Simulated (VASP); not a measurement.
# Pt (I4/mmm) in VASP: a series of runs

Runs on Pt. Level: PBEsol. Tasks: single point.

All numbers are computed with VASP 6.6.1; they aren't measurements. Logs are shortened: lines on timing, memory, paths and dates and some standing lists are left out, and cuts for length are marked.

## 1. The cell of the first run

Symmetry: I4/mmm, No. 139, tetragonal system. Conventional cell: a = 2.907 Å, b = 2.907 Å, c = 3.720 Å, α = 90.00°, β = 90.00°, γ = 90.00°. Pt (site symmetry 4/mmm) has 12 Pt at 2.77 to 2.91 Å within 3.7 Å.

## 2. Single point, PBEsol (strain +0.050 along x and y, -0.050 along z)

The input, INCAR:

```
SYSTEM = Pt
PREC = Accurate
ENCUT = 520
EDIFF = 1E-6
ISMEAR = 0
SIGMA = 0.15
LREAL = .False.
LASPH = .True.
NELM = 80
ALGO = Normal
ISIF = 2
LWAVE = .False.
LCHARG = .True.
GGA = PS
LELF = .True.
LVHAR = .True.
NBANDS = 11
```

The input, KPOINTS:

```
Automatic mesh
0
Gamma
  20 20 20
  0 0 0
```

The input, POSCAR:

```
Pt
1.0
    0.0000000000      2.0557950000      1.8600050000
    2.0557950000      0.0000000000      1.8600050000
    2.0557950000      2.0557950000      0.0000000000
Pt
1
Direct
    0.0000000000      0.0000000000      0.0000000000
```

Potentials or basis: VASP PAW PBE potentials, release 64 (Pt).

Started as:

```bash
$ cat potpaw_PBE.64/Pt/POTCAR > POTCAR
$ mpirun -np 1 vasp_std > vasp.out
```

OUTCAR:

```text
SYSTEM = Pt
   PREC = Accurate
   ENCUT = 520
   EDIFF = 1E-6
   ISMEAR = 0
   LREAL = .False.
   LASPH = .True.
   NELM = 80
   ISIF = 2
   GGA = PS

 ion  position               nearest neighbor table
   1  0.000  0.000  0.000-

  LATTYP: Found a body centered tetragonal cell.
 ALAT       =     2.9073331705
 C/A-ratio  =     1.2795265564

  Lattice vectors:

 A1 = (   0.0000000000,  -2.0557950000,  -1.8600050000)
 A2 = (   0.0000000000,   2.0557950000,  -1.8600050000)
 A3 = (   2.0557950000,   0.0000000000,   1.8600050000)

Analysis of symmetry for initial positions (statically):
=====================================================================
 Subroutine PRICEL returns:
 Original cell was already a primitive cell.

 Routine SETGRP: Setting up the symmetry group for a
 body centered tetragonal supercell.

 Subroutine GETGRP returns: Found 16 space group operations
 (whereof 16 operations were pure point group operations)
 out of a pool of 16 trial point group operations.

The static configuration has the point symmetry D_4h.

Analysis of symmetry for dynamics (positions and initial velocities):
=====================================================================
 Subroutine PRICEL returns:
 Original cell was already a primitive cell.

 Routine SETGRP: Setting up the symmetry group for a
 body centered tetragonal supercell.

 Subroutine GETGRP returns: Found 16 space group operations
 (whereof 16 operations were pure point group operations)
 out of a pool of 16 trial point group operations.

The dynamic configuration has the point symmetry D_4h.

 Subroutine INISYM returns: Found 16 space group operations
 (whereof 16 operations are pure point group operations),
 and found     1 'primitive' translations

----------------------------------------------------------------------------------------

                                     Primitive cell

  volume of cell :      15.7219

  direct lattice vectors                    reciprocal lattice vectors
     0.000000000  2.055795000  1.860005000    -0.243214912  0.243214912  0.268816482
     2.055795000  0.000000000  1.860005000     0.243214912 -0.243214912  0.268816482
     2.055795000  2.055795000  0.000000000     0.243214912  0.243214912 -0.268816482

  length of vectors
     2.772347684  2.772347684  2.907333170     0.436542424  0.436542424  0.436542424

  position of ions in fractional coordinates (direct lattice)
     0.000000000  0.000000000  0.000000000

  ion indices of the primitive-cell ions
[... 75 lines left out ...]
   LREAL  =      F    real-space projection
   EDIFFG = 0.1E-04   stopping-criterion for IOM
   NSW    =      0    number of steps for IOM
   IBRION =     -1    ionic relax: 0-MD 1-quasi-New 2-CG
   NFREE  =      0    steps in history (QN), initial steepest desc. (CG)
   ISIF   =      2    stress and relaxation
   ISYM   =      2    0-nonsym 1-usesym 2-fastsym
   POTIM  = 0.5000    time-step for ionic-motion
   TEBEG  =    0.0;   TEEND  =   0.0 temperature during run
   PSTRESS=    0.0 pullay stress
   NELECT =      10.0000    total number of electrons
   NUPDOWN=      -1.0000    fix difference up-down
   EMIN   =  10.00;   EMAX   =-10.00  energy-range for DOS
   EFERMI =   0.00;   METHOD = LEGACY
   ISMEAR =     0;   SIGMA  =   0.15  broadening in eV -4-tet -1-fermi 0-gaus
   EFERMI_NEDOS =   21; number of points for ismear=-14 and -15
   IALGO  =     38    algorithm
   IMIX   =      4    mixing-type and parameters
     AMIX     =   0.40;   BMIX     =  1.00
     AMIX_MAG =   1.60;   BMIX_MAG =  1.00
  volume/ion in A,a.u.               =      15.72       106.10
  Fermi-wavevector in a.u.,A,eV,Ry     =   1.407906  2.660556 26.969450  1.982199
  Thomas-Fermi vector in A             =   2.530118
   LORBIT       =      0    0 simple, 1 ext, 2 COOP (PROOUT), +10 PAW based schemes
   GGA     = PS    functional components
   LHFCALC =     F    Hartree Fock is set to
   AEXX    =    0.0000 exact exchange contribution
   IVDW    =     0    specifies the selected vdW correction
   LEPSILON=     F    determine dielectric tensor
   LRPA    =     F    only Hartree local field effects (RPA)
 non-spin polarized calculation
 Gauss-broadening in eV      SIGMA  =   0.15
  energy-cutoff  :      520.00
  volume of cell :       15.72
 maximum number of plane-waves:       439
 NGX is ok and might be reduce to    24
   NGX = 11   NGY = 11   NGZ = 11

 number of electron      10.0000001 magnetization

 Free energy of the ion-electron system (eV)
  ---------------------------------------------------
  ext. energy  EPLUGINS =         0.00000000
  ---------------------------------------------------
  free energy    TOTEN  =        -6.92816205 eV

  energy without entropy =       -6.90839516  energy(sigma->0) =       -6.91827861

 E-fermi :  10.2712     XC(G=0): -13.3806

 val. band max:       10.2707435979   @ k =   0.5000   0.0000   0.2000
 cond. band min:      10.2730296004   @ k =  -0.4000   0.3000   0.1000
 fundamental gap:      0.0022860025
 Fermi energy:        10.2712286066

 k-point     1 :       0.0000    0.0000    0.0000
  band No.  band energies     occupation
      1       0.4817      2.00000
      2       6.4691      2.00000
      3       6.4691      2.00000
      4       7.5044      2.00000
      5       8.1391      2.00000
      6       9.3121      2.00000
      7      25.2118      0.00000
      8      28.9646      0.00000
      9      28.9646      0.00000
     10      31.5331      0.00000
     11      35.1655      0.00000
[... 309 lines left out ...]
 k-point    24 :      -0.3500    0.0500    0.0000
  band No.  band energies     occupation
      1       3.3700      2.00000
      2       6.4148      2.00000
      3       7.2924      2.00000
      4       7.6740      2.00000
      5       9.6760      2.00000
      6       9.9998      1.98949
      7      19.3145      0.00000
      8      25.3228      0.00000
      9      30.2035      0.00000
     10      30.4330      0.00000
     11      35.4548      0.00000

 [... further k-points ...]
[... 5 lines left out ...]
  --------------------------------------------------------------------------------------
  -------------------------------------------------------------------------------------
  Total       -1.2450460     -1.2450460     -0.7389809      0.0000000     -0.0000000      0.0000000
  in kB     -126.8797315   -126.8797315    -75.3078192      0.0000000     -0.0000000      0.0000000
  external PRESSURE =    -109.6890941 kB  Pullay stress =       0.0000000 kB

 VOLUME and BASIS-vectors are now :
 -----------------------------------------------------------------------------
  energy-cutoff  :      520.00
  volume of cell :       15.72
      direct lattice vectors                 reciprocal lattice vectors
     0.000000000  2.055795000  1.860005000    -0.243214912  0.243214912  0.268816482
     2.055795000  0.000000000  1.860005000     0.243214912 -0.243214912  0.268816482
     2.055795000  2.055795000  0.000000000     0.243214912  0.243214912 -0.268816482

 POSITION                                       TOTAL-FORCE (eV/Angst)
 -----------------------------------------------------------------------------------
      0.00000      0.00000      0.00000         0.000000      0.000000      0.000000
 -----------------------------------------------------------------------------------
    total drift:                               -0.000000      0.000000      0.000000

  FREE ENERGIE OF THE ION-ELECTRON SYSTEM (eV)
  ---------------------------------------------------
  free  energy   TOTEN  =        -6.9281620470 eV

  energy  without entropy=       -6.9083951646  energy(sigma->0) =       -6.91827861
```

OSZICAR:

```text
N       E                     dE             d eps       ncg     rms          rms(c)
DAV:   1     0.386542359877E+02    0.38654E+02   -0.53513E+03 14414   0.842E+02
DAV:   2    -0.675710620301E+01   -0.45411E+02   -0.43317E+02 16031   0.174E+02
DAV:   3    -0.738103791308E+01   -0.62393E+00   -0.61927E+00 16458   0.195E+01
DAV:   4    -0.738351478681E+01   -0.24769E-02   -0.24767E-02 16199   0.145E+00
DAV:   5    -0.738353491453E+01   -0.20128E-04   -0.20129E-04 16608   0.121E-01    0.118E+01
DAV:   6    -0.697057500723E+01    0.41296E+00   -0.10220E+00 14960   0.784E+00    0.596E+00
DAV:   7    -0.693204320196E+01    0.38532E-01   -0.13903E-01 16280   0.279E+00    0.247E+00
DAV:   8    -0.692839510198E+01    0.36481E-02   -0.47038E-03 15332   0.622E-01    0.603E-01
DAV:   9    -0.692815861215E+01    0.23649E-03   -0.14098E-04 15704   0.109E-01    0.304E-02
DAV:  10    -0.692816191060E+01   -0.32985E-05   -0.31234E-06 16906   0.123E-02    0.706E-03
DAV:  11    -0.692816204704E+01   -0.13644E-06   -0.50301E-08  8521   0.212E-03
   1 F= -.69281620E+01 E0= -.69182786E+01  d E =-.197669E-01
```

Run time: 28 s. Hardware: 1 thread of Intel Xeon 6975P-C (Granite Rapids), shared host; peak memory 0.23 GiB.

Results:

- Free energy: -6.9282 eV
- Pressure: -11.0 GPa
- Band gap on the k mesh: zero (band 5 reaches 11.10 eV, above the bottom of band 6 at 8.66 eV)

Stress tensor (GPa, compression positive):
```
-12.69   0.00   0.00
  0.00 -12.69   0.00
  0.00   0.00  -7.53
```

Caveat: the cell differs from its parent crystal (strain +0.050 along x and y, -0.050 along z); the PAW data sets were made with another functional, which shifts forces and pressure a little; spin-orbit coupling is left out, which moves the levels of the heavy elements.

(Part 1 of 2 ends here.)
